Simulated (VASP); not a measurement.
The system is PtS2.

```
CELL_PARAMETERS angstrom
3.54320 0.00000 0.00000
-1.77160 3.06850 0.00000
0.00000 0.00000 5.03880
ATOMIC_POSITIONS crystal
Pt 0.00000 0.00000 0.00000
S 0.66667 0.33333 0.77300
S 0.33333 0.66667 0.22700
```

Program: VASP 6.6.1. Alike in all runs: potentials or basis VASP PAW PBE potentials, release 64 (Pt, S); no spin polarisation; cell as given; cutoff (eV) 520.

Task: Order these runs on this cell by their pressure, lowest first.
A. level PBEsol+U; U Pt d U = 3.0 eV; k mesh 9 × 9 × 5; smearing fermi-dirac 0.05 eV; dipole correction no
B. level r2SCAN-based global hybrid with 25 % exact exchange; k mesh 5 × 5 × 3; smearing fermi-dirac 0.05 eV; dipole correction no; grid for exact exchange (PRECFOCK) Normal; share of exact exchange 0.25
C. level rSCAN; k mesh 11 × 11 × 7; smearing gaussian 0.03 eV; tolerance level screening; purpose bands
D. level r2SCAN-based global hybrid with 15 % exact exchange; k mesh 5 × 5 × 3; smearing fermi-dirac 0.05 eV; dipole correction no; grid for exact exchange (PRECFOCK) Normal; share of exact exchange 0.15
E. level PBEsol+U; U Pt d U = 5.0 eV; k mesh 9 × 9 × 5; smearing fermi-dirac 0.05 eV; dipole correction no

Result: E (1.7 GPa), A (3.7 GPa), B (5.4 GPa), D (6.9 GPa), C (8.9 GPa).

Caveats: the PAW data sets were made with another functional, which shifts forces and pressure a little; the cell stands under pressure (at least some runs).
